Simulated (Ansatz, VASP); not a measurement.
Two plane-wave programs on ZrB2

Contents of INCAR:

```
ALGO = Normal ; EDIFF = 1E-6
ENCUT = 520 ; ISIF = 2
ISMEAR = 0 ; LASPH = True
LCHARG = True ; LELF = True
LREAL = False ; LVHAR = True
LWAVE = False ; NBANDS = 16
NELM = 100 ; PREC = Accurate
SIGMA = 0.15
```

KPOINTS

```
k-points
0
Gamma
  15 15 12
```

File POSCAR:

```
ZrB2
1.0
    3.1012000000      0.0000000000      0.0000000000
   -1.5506000000      2.6857179822      0.0000000000
    0.0000000000      0.0000000000      3.5470000000
Zr B
1 2
Direct
    0.0000000000      0.0000000000      0.0000000000
    0.3333333333      0.6666666667      0.5000000000
    0.6666666667      0.3333333333      0.5000000000
```

Input for Ansatz:

```yaml
crystal:
  lattice:
    - [3.1012, 0.0, 0.0]
    - [-1.5506, 2.6857179822, 0.0]
    - [0.0, 0.0, 3.547]
  atoms:
    - { symbol: Zr, position: [0.0, 0.0, 0.0] }
    - { symbol: B, position: [0.3333333333, 0.6666666667, 0.5] }
    - { symbol: B, position: [0.6666666667, 0.3333333333, 0.5] }
basis:
  ecutwfc: 520.0
kpoints:
  mp_grid: { grid: [15, 15, 12] }
hamiltonian:
  xc: lda
  pseudopotentials: { kind: paw }
scf:
  occupations: { method: gaussian, width: 0.15 }
output:
  forces: true
  stress: true
  eigenvalues: true
```

Alike in both runs: task single point; functional LDA; k mesh 15 × 15 × 12; occupations gaussian, width 0.15 eV; no spin polarisation.

|  | VASP | Ansatz |
| --- | --- | --- |
| version | VASP 6.6.1 | Ansatz 0.2.0 |
| potentials or method | VASP PAW LDA potentials, release 64 (Zr_sv, B), cutoff 520 eV | scalar-relativistic, plane waves, PAW |
| valence electrons in the cell | 18 | 18 |

```tsv
	VASP	Ansatz	Ansatz less VASP
gap on the k mesh at the Fermi level (eV)	none	none	-
pressure (GPa)	1.9	1.4	-0.54
traceless stress, the component that is largest in VASP (GPa)	-6.37	-6.40	-0.038
```

LDA's correlation is that of Perdew and Zunger in VASP and of Perdew and Wang (1992) in Ansatz. A gap of «none» marks a metal or a gap that the smearing closes.
